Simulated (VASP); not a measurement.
# EuGeTe (P4/nmm) in VASP: single point with PBE

Aim: the single point of EuGeTe with PBE.

Program: VASP 6.6.1. These are calculated values, not measurements. Logs are shortened: lines on timing, memory, paths and dates and some standing lists are left out, and cuts for length are marked.

### Step 1. The cell of the first run

It takes space group P4/nmm (No. 129, tetragonal). Conventional cell: a = 4.138 Å, b = 4.138 Å, c = 9.089 Å, α = 90.00°, β = 90.00°, γ = 90.00°. Within 4.2 Å of Eu (site symmetry 4mm) lie 4 Ge at 3.01 Å and 5 Te at 3.19 to 3.44 Å and 4 Eu at 4.14 Å. Within 4.2 Å of Te (site symmetry 4mm) lie 5 Eu at 3.19 to 3.44 Å and 8 Te at 3.65 to 4.14 Å and 4 Ge at 4.03 Å. Ge (site symmetry -4m2) has 8 Ge at 2.93 to 4.14 Å and 4 Eu at 3.01 Å and 4 Te at 4.03 Å within 4.2 Å.

### Step 2. Single point, PBE, collinear spin, antiferromagnetic start

Input file POSCAR:

```
EuGeTe
1.0
    4.1382454800      0.0000000000      0.0000000000
    0.0000000000      4.1382454800      0.0000000000
    0.0000000000      0.0000000000      9.0891697300
Eu Te Ge
2 2 2
Direct
    0.0000000000      0.5000000000      0.2410000000
    0.5000000000      0.0000000000      0.7590000000
    0.0000000000      0.5000000000      0.6200000000
    0.5000000000      0.0000000000      0.3800000000
    0.0000000000      0.0000000000      0.0000000000
    0.5000000000      0.5000000000      0.0000000000
```

Input file INCAR.step1:

```
SYSTEM = EuGeTe
PREC     = Accurate       ! precision mode
ENCUT    = 520            ! plane-wave cutoff, eV
EDIFF    = 1E-7           ! SCF threshold, eV
ISMEAR   = -1             ! smearing method
SIGMA    = 0.0614         ! smearing width, eV
LREAL    = .FALSE.        ! projectors in reciprocal space
LASPH    = .TRUE.         ! aspherical terms in the spheres
NELM     = 150            ! most SCF steps
ALGO     = Normal         ! electronic algorithm
ISIF     = 2              ! what is computed and relaxed
LWAVE    = .FALSE.        ! write WAVECAR
LCHARG   = .TRUE.         ! write CHGCAR
ISPIN    = 2              ! spin polarisation
MAGMOM   = 7 -7 0 0 0 0   ! initial moments
LMAXMIX  = 6              ! l up to which the mixer works
GGA      = PE             ! functional
NBANDS   = 50             ! bands
```

Input file KPOINTS.step1:

```
Automatic mesh
0
Gamma
  4 4 2
  0.5 0.5 0.5
```

Input file INCAR.step2:

```
SYSTEM = EuGeTe
PREC     = Accurate       ! precision mode
ENCUT    = 520            ! plane-wave cutoff, eV
EDIFF    = 1E-7           ! SCF threshold, eV
ISMEAR   = -5             ! smearing method
SIGMA    = 0.0614         ! smearing width, eV
LREAL    = .FALSE.        ! projectors in reciprocal space
LASPH    = .TRUE.         ! aspherical terms in the spheres
NELM     = 150            ! most SCF steps
ALGO     = Normal         ! electronic algorithm
ISIF     = 2              ! what is computed and relaxed
LWAVE    = .FALSE.        ! write WAVECAR
LCHARG   = .FALSE.        ! write CHGCAR
ISPIN    = 2              ! spin polarisation
MAGMOM   = 7 -7 0 0 0 0   ! initial moments
LORBIT   = 11             ! projections on sites
LMAXMIX  = 6              ! l up to which the mixer works
GGA      = PE             ! functional
NEDOS    = 1001           ! points of the DOS
ICHARG   = 11             ! starting density
```

Input file KPOINTS.step2:

```
regular mesh
0
G
  6 6 3
  0 0 0
```

Potentials or basis: VASP PAW PBE potentials, release 64 (Eu, Te, Ge_d).

The run is started by

```
$ cat potpaw_PBE.64/Eu/POTCAR potpaw_PBE.64/Te/POTCAR potpaw_PBE.64/Ge_d/POTCAR > POTCAR
$ cp INCAR.step1 INCAR
$ cp KPOINTS.step1 KPOINTS
$ mpirun -np 1 vasp_std > vasp.out
$ cp INCAR.step2 INCAR
$ cp KPOINTS.step2 KPOINTS
$ mpirun -np 1 vasp_std > vasp.out
```

OUTCAR:

```text
SYSTEM = EuGeTe
   PREC = Accurate
   ENCUT = 520
   EDIFF = 1E-7
   ISMEAR = -5
   LREAL = .FALSE.
   LASPH = .TRUE.
   NELM = 150
   ISIF = 2
   ISPIN = 2
   LORBIT = 11
   GGA = PE
   ICHARG = 11

 ion  position               nearest neighbor table
   1  0.000  0.500  0.241-   5 3.01   6 3.01   5 3.01   6 3.01   4 3.19   4 3.19   4 3.19   4 3.19
                             3 3.44
   2  0.500  0.000  0.759-   5 3.01   6 3.01   6 3.01   5 3.01   3 3.19   3 3.19   3 3.19   3 3.19
                             4 3.44
   3  0.000  0.500  0.620-   2 3.19   2 3.19   2 3.19   2 3.19   1 3.44   4 3.65   4 3.65   4 3.65
                             4 3.65
   4  0.500  0.000  0.380-   1 3.19   1 3.19   1 3.19   1 3.19   2 3.44   3 3.65   3 3.65   3 3.65
                             3 3.65
   5  0.000  0.000  0.000-   1 3.01   2 3.01   1 3.01   2 3.01
   6  0.500  0.500  0.000-   1 3.01   2 3.01   2 3.01   1 3.01

  LATTYP: Found a simple tetragonal cell.
 ALAT       =     4.1382454800
 C/A-ratio  =     2.1963824461

  Lattice vectors:

 A1 = (   4.1382454800,   0.0000000000,   0.0000000000)
 A2 = (   0.0000000000,   4.1382454800,   0.0000000000)
 A3 = (   0.0000000000,   0.0000000000,   9.0891697300)

Analysis of symmetry for initial positions (statically):
=====================================================================
 Subroutine PRICEL returns:
 Original cell was already a primitive cell.

 Routine SETGRP: Setting up the symmetry group for a
 simple tetragonal supercell.

 Subroutine GETGRP returns: Found 16 space group operations
 (whereof  8 operations were pure point group operations)
 out of a pool of 16 trial point group operations.

The static configuration has the point symmetry D_2d.
 The point group associated with its full space group is D_4h.

Analysis of symmetry for dynamics (positions and initial velocities):
=====================================================================
 Subroutine PRICEL returns:
 Original cell was already a primitive cell.

 Routine SETGRP: Setting up the symmetry group for a
 simple tetragonal supercell.

 Subroutine GETGRP returns: Found 16 space group operations
 (whereof  8 operations were pure point group operations)
 out of a pool of 16 trial point group operations.

The dynamic configuration has the point symmetry D_2d.
 The point group associated with its full space group is D_4h.

Analysis of structural, dynamic, and magnetic symmetry:
=====================================================================
 Subroutine PRICEL returns:
 Original cell was already a primitive cell.

 Routine SETGRP: Setting up the symmetry group for a
 simple tetragonal supercell.

 Subroutine GETGRP returns: Found 16 space group operations
 (whereof  8 operations were pure point group operations)
 out of a pool of 16 trial point group operations.

The overall configuration has the point symmetry D_2d.
 The point group associated with its full space group is D_4h.

 Subroutine INISYM returns: Found 16 space group operations
 (whereof  8 operations are pure point group operations),
 and found     1 'primitive' translations

----------------------------------------------------------------------------------------

                                     Primitive cell

  volume of cell :     155.6527

  direct lattice vectors                    reciprocal lattice vectors
     4.138245480  0.000000000  0.000000000     0.241648304  0.000000000  0.000000000
     0.000000000  4.138245480  0.000000000     0.000000000  0.241648304  0.000000000
     0.000000000  0.000000000  9.089169730     0.000000000  0.000000000  0.110021050

  length of vectors
     4.138245480  4.138245480  9.089169730     0.241648304  0.241648304  0.110021050

  position of ions in fractional coordinates (direct lattice)
     0.000000000  0.500000000  0.241000000
     0.500000000  0.000000000  0.759000000
     0.000000000  0.500000000  0.620000000
     0.500000000  0.000000000  0.380000000
     0.000000000  0.000000000  0.000000000
     0.500000000  0.500000000  0.000000000

  ion indices of the primitive-cell ions
   primitive index   ion index
                 1           1
[... 55 lines left out ...]
  0.500000  0.500000  0.333333      2.000000
   k-points           NKPTS =     20   k-points in BZ     NKDIM =     20   number of bands    NBANDS=     44
   number of dos      NEDOS =   1001   number of ions     NIONS =      6
   total plane-waves  NPLWV =  71680
   dimension x,y,z NGX =    32 NGY =   32 NGZ =   70
   dimension x,y,z NGXF=    64 NGYF=   64 NGZF=  140
   ions per type =               2   2   2
   NGX,Y,Z   is equivalent  to a cutoff of  12.86, 12.86, 12.80 a.u.
   NGXF,Y,Z  is equivalent  to a cutoff of  25.71, 25.71, 25.61 a.u.
 SYSTEM =  EuGeTe
   PREC   = accura    normal or accurate (medium, high low for compatibility)
   ISTART =      0    job   : 0-new  1-cont  2-samecut
   ICHARG =     11    charge: 1-file 2-atom 10-const
   ISPIN  =      2    spin polarized calculation?
   LNONCOLLINEAR =      F non collinear calculations
   LSORBIT =      F    spin-orbit coupling
   LASPH  =      T    aspherical Exc in radial PAW
   ENCUT  =  520.0 eV  38.22 Ry    6.18 a.u.   7.69  7.69 16.90*2*pi/ulx,y,z
   NELM   =    150;   NELMIN=  2; NELMDL=  0     # of ELM steps
   EDIFF  = 0.1E-06   stopping-criterion for ELM
   LREAL  =      F    real-space projection
   EDIFFG = 0.1E-05   stopping-criterion for IOM
   NSW    =      0    number of steps for IOM
   IBRION =     -1    ionic relax: 0-MD 1-quasi-New 2-CG
   NFREE  =      0    steps in history (QN), initial steepest desc. (CG)
   ISIF   =      2    stress and relaxation
   ISYM   =      2    0-nonsym 1-usesym 2-fastsym
   POTIM  = 0.5000    time-step for ionic-motion
   TEBEG  =    0.0;   TEEND  =   0.0 temperature during run
   PSTRESS=    0.0 pullay stress
   NELECT =      74.0000    total number of electrons
   NUPDOWN=      -1.0000    fix difference up-down
   EMIN   =  10.00;   EMAX   =-10.00  energy-range for DOS
   EFERMI =   0.00;   METHOD = LEGACY
   ISMEAR =    -5;   SIGMA  =   0.06  broadening in eV -4-tet -1-fermi 0-gaus
   EFERMI_NEDOS =   21; number of points for ismear=-14 and -15
   IALGO  =     38    algorithm
   IMIX   =      4    mixing-type and parameters
     AMIX     =   0.40;   BMIX     =  1.00
     AMIX_MAG =   1.60;   BMIX_MAG =  1.00
  volume/ion in A,a.u.               =      25.94       175.07
  Fermi-wavevector in a.u.,A,eV,Ry     =   1.277713  2.414527 22.212183  1.632549
  Thomas-Fermi vector in A             =   2.410297
   LORBIT       =     11    0 simple, 1 ext, 2 COOP (PROOUT), +10 PAW based schemes
   GGA     = PE    functional components
   LHFCALC =     F    Hartree Fock is set to
   AEXX    =    0.0000 exact exchange contribution
   IVDW    =     0    specifies the selected vdW correction
   LEPSILON=     F    determine dielectric tensor
   LRPA    =     F    only Hartree local field effects (RPA)
 spin polarized calculation
 Fermi weights with tetrahedron method with Bloechl corrections
  energy-cutoff  :      520.00
  volume of cell :      155.65
 maximum number of plane-waves:      4208
 NGX is ok and might be reduce to    32

 number of electron      74.0000038 magnetization       0.0000000

 Free energy of the ion-electron system (eV)
  ---------------------------------------------------
  ext. energy  EPLUGINS =         0.00000000
  ---------------------------------------------------
  free energy    TOTEN  =       -42.05072897 eV

  energy without entropy =      -42.05072897  energy(sigma->0) =      -42.05072897

 E-fermi :   5.0605     XC(G=0): -10.3593

 val. band max:        5.0488576502   @ k =   0.3333   0.1667   0.3333
 cond. band min:       4.9977478803   @ k =   0.5000   0.1667   0.0000
 fundamental gap:     -0.0511097699
 Fermi energy:         5.0605436104

 spin component 1

 k-point     1 :       0.0000    0.0000    0.0000
  band No.  band energies     occupation
      1     -35.9208      1.00000
      2     -32.9529      1.00000
      3     -19.1691      1.00000
      4     -19.1301      1.00000
      5     -19.0505      1.00000
      6     -19.0505      1.00000
[... 929 lines left out ...]
     43       9.1437      0.00000
     44       9.3572      0.00000
 Fermi energy:         5.0605436104

 spin component 2

 k-point     1 :       0.0000    0.0000    0.0000
  band No.  band energies     occupation
      1     -35.9208      1.00000
      2     -32.9529      1.00000
      3     -19.1691      1.00000
      4     -19.1301      1.00000
      5     -19.0505      1.00000
      6     -19.0505      1.00000
[... 929 lines left out ...]
     43       9.1447      0.00000
     44       9.2962      0.00000

------------------------ aborting loop because EDIFF is reached ----------------------------------------

  FORCE on cell =-STRESS in cart. coord.  units (eV):
  Direction    XX          YY          ZZ          XY          YZ          ZX
  --------------------------------------------------------------------------------------
  -------------------------------------------------------------------------------------
  Total        3.6361689      3.6361689      6.4331397      0.0000000      0.0000000      0.0000000
  in kB       37.4281114     37.4281114     66.2181212      0.0000000      0.0000000      0.0000000
  external PRESSURE =      47.0247814 kB  Pullay stress =       0.0000000 kB

 VOLUME and BASIS-vectors are now :
 -----------------------------------------------------------------------------
  energy-cutoff  :      520.00
  volume of cell :      155.65
      direct lattice vectors                 reciprocal lattice vectors
     4.138245480  0.000000000  0.000000000     0.241648304  0.000000000  0.000000000
     0.000000000  4.138245480  0.000000000     0.000000000  0.241648304  0.000000000
     0.000000000  0.000000000  9.089169730     0.000000000  0.000000000  0.110021050

 POSITION                                       TOTAL-FORCE (eV/Angst)
 -----------------------------------------------------------------------------------
      0.00000      2.06912      2.19049        -0.000000     -0.000000      1.507511
      2.06912      0.00000      6.89868         0.000000     -0.000000     -1.507511
      0.00000      2.06912      5.63529         0.000000     -0.000000      0.423497
      2.06912      0.00000      3.45388         0.000000     -0.000000     -0.423497
      0.00000      0.00000      0.00000        -0.000000     -0.000000      0.000000
      2.06912      2.06912      0.00000         0.000000      0.000000      0.000000
 -----------------------------------------------------------------------------------
    total drift:                               -0.000000     -0.000000     -0.000000

  FREE ENERGIE OF THE ION-ELECTRON SYSTEM (eV)
  ---------------------------------------------------
  free  energy   TOTEN  =       -42.0507289687 eV

  energy  without entropy=      -42.0507289687  energy(sigma->0) =      -42.05072897

 total charge

# of ion       s       p       d       f       tot
--------------------------------------------------
    1        2.046   5.737   0.487   6.466  14.735
    2        2.046   5.737   0.487   6.466  14.735
    3        1.373   1.993   0.024   0.000   3.390
    4        1.373   1.993   0.024   0.000   3.390
    5        1.205   1.071   9.992   0.000  12.268
    6        1.205   1.071   9.992   0.000  12.268
--------------------------------------------------
tot          9.248  17.600  21.005  12.932  60.785

 magnetization (x)

# of ion       s       p       d       f       tot
--------------------------------------------------
    1       -0.009  -0.105   0.091   6.418   6.395
    2        0.009   0.105  -0.091  -6.418  -6.395
    3        0.002   0.072  -0.003   0.000   0.071
    4       -0.002  -0.072   0.003   0.000  -0.071
    5        0.000   0.000   0.000   0.000   0.000
    6        0.000   0.000   0.000   0.000   0.000
--------------------------------------------------
tot          0.000   0.000   0.000   0.000   0.000
```

It took 11 min on 1 thread of AMD EPYC 9R14 (Zen 4), shared host; peak memory 0.4 GiB.

Results:

| Quantity | Value |
| --- | --- |
| Net moment | 0.00 μB per cell |
| Site moments | Eu +6.39, -6.39; Te +0.07, -0.07; Ge +0.00 μB |
| Valence electrons inside the program's atomic spheres | Eu 14.73; Te 3.39; Ge 12.27 |

Levels at points of the mesh, in eV from the Fermi level:
Spin up:
```
           k point  band 35  band 36  band 37  band 38  band 39  band 40
(0.00, 0.00, 0.00)    -0.31    -0.09     0.41     0.41     0.89     1.81
(0.50, 0.00, 0.00)    -0.35    -0.16     0.09     0.35     0.56     1.04
(0.50, 0.50, 0.00)    -0.38    -0.37    -0.36    -0.23    -0.23     4.06
```
Spin down:
```tsv
k point	band 35	band 36	band 37	band 38	band 39	band 40
(0.00, 0.00, 0.00)	-0.31	-0.09	0.41	0.41	0.89	1.81
(0.50, 0.00, 0.00)	-0.35	-0.16	0.09	0.35	0.56	1.04
(0.50, 0.50, 0.00)	-0.38	-0.37	-0.36	-0.23	-0.23	4.06
```

Caveat: the k points lie up to 0.38 Å⁻¹ apart; the antiferromagnetic order is the one typed at the start, and another may lie lower; spin-orbit coupling is left out, which moves the levels of the heavy elements; semilocal functionals describe open f shells poorly, which spoils levels, moments and volumes.
